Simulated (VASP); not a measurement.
Write the native input for VASP 6.6.1 that does the following.

| Item | Value |
| --- | --- |
| Task | single point |
| Functional | PBE |
| Potentials or basis | VASP PAW PBE potentials, release 64 (Nd_3, Mo_sv), 4f in core |
| Cutoff | 400 eV |
| k mesh | 12 × 12 × 4 |
| Occupations | gaussian, width 0.1 eV |
| Spin | no spin polarisation |
| Dipole correction | no |
| k mesh for the DOS | 18 × 18 × 6 |
| Mended | yes |
| Occupations for the DOS | tetrahedron |
| Further INCAR settings | ALGO = Normal; EDIFF = 1e-06 |

Crystal: NdMo.

```
Nd Mo
1.0
     4.17004    0.00000    0.00000
    -2.08502    3.61136    0.00000
     0.00000    0.00000    8.28314
Nd Mo
2 2
Cartesian
  0.0000 0.0000 1.8963
  0.0000 0.0000 6.3868
  0.0000 2.4076 4.1416
  2.0850 1.2038 4.1416
```

The input as run:

POSCAR

```
NdMo
1.0
    4.1700358737      0.0000000000      0.0000000000
   -2.0850179368      3.6113570013      0.0000000000
    0.0000000000      0.0000000000      8.2831397421
Nd Mo
2 2
Direct
    0.0000000000      0.0000000000      0.2289346810
    0.0000000000      0.0000000000      0.7710653190
    0.3333333333      0.6666666667      0.5000000000
    0.6666666667      0.3333333333      0.5000000000
```

INCAR.step1

```
PREC     = Accurate       # precision mode
ENCUT    = 400            # plane-wave cutoff, eV
EDIFF    = 1E-6           # SCF threshold, eV
ISMEAR   = 0              # smearing method
SIGMA    = 0.1            # smearing width, eV
LREAL    = F              # projectors in reciprocal space
LASPH    = T              # aspherical terms in the spheres
NELM     = 200            # most SCF steps
ALGO     = Normal         # electronic algorithm
ISIF     = 2              # what is computed and relaxed
LWAVE    = F              # write WAVECAR
LCHARG   = T              # write CHGCAR
LMAXMIX  = 6              # l up to which the mixer works
GGA      = PE             # functional
NBANDS   = 33             # bands
GGA_COMPAT= F            
NEDOS    = 2001           # points of the DOS
LORBIT   = 11             # projections on sites
```

KPOINTS.step1

```
Automatic mesh
0
Gamma
  12 12 4
```

INCAR.step2

```
PREC     = Accurate       # precision mode
ENCUT    = 400            # plane-wave cutoff, eV
EDIFF    = 1E-6           # SCF threshold, eV
ISMEAR   = -5             # smearing method
SIGMA    = 0.1            # smearing width, eV
LREAL    = F              # projectors in reciprocal space
LASPH    = T              # aspherical terms in the spheres
NELM     = 200            # most SCF steps
ALGO     = Normal         # electronic algorithm
ISIF     = 2              # what is computed and relaxed
LWAVE    = F              # write WAVECAR
LCHARG   = F              # write CHGCAR
LMAXMIX  = 6              # l up to which the mixer works
GGA      = PE             # functional
LORBIT   = 10             # projections on sites
NEDOS    = 1001           # points of the DOS
ICHARG   = 11             # starting density
GGA_COMPAT= F
```

KPOINTS.step2

```
Automatic mesh
0
Gamma
  18 18 6
```

Potentials or basis: VASP PAW PBE potentials, release 64 (Nd_3, Mo_sv), 4f in core.

Run with:

```console
$ cat potpaw_PBE.64/Nd_3/POTCAR potpaw_PBE.64/Mo_sv/POTCAR > POTCAR
$ cp INCAR.step1 INCAR
$ cp KPOINTS.step1 KPOINTS
$ mpirun -np 1 vasp_std > vasp.out
$ cp INCAR.step2 INCAR
$ cp KPOINTS.step2 KPOINTS
$ mpirun -np 1 vasp_std > vasp.out
```

Results of the run:

The valence electrons inside the program's atomic spheres are Nd 8.76; Mo 12.77.

Wall time 2.6 min on 1 thread of Intel(R) Xeon(R) 6975P-C (Granite Rapids) (shared host), peak memory 0.43 GiB.
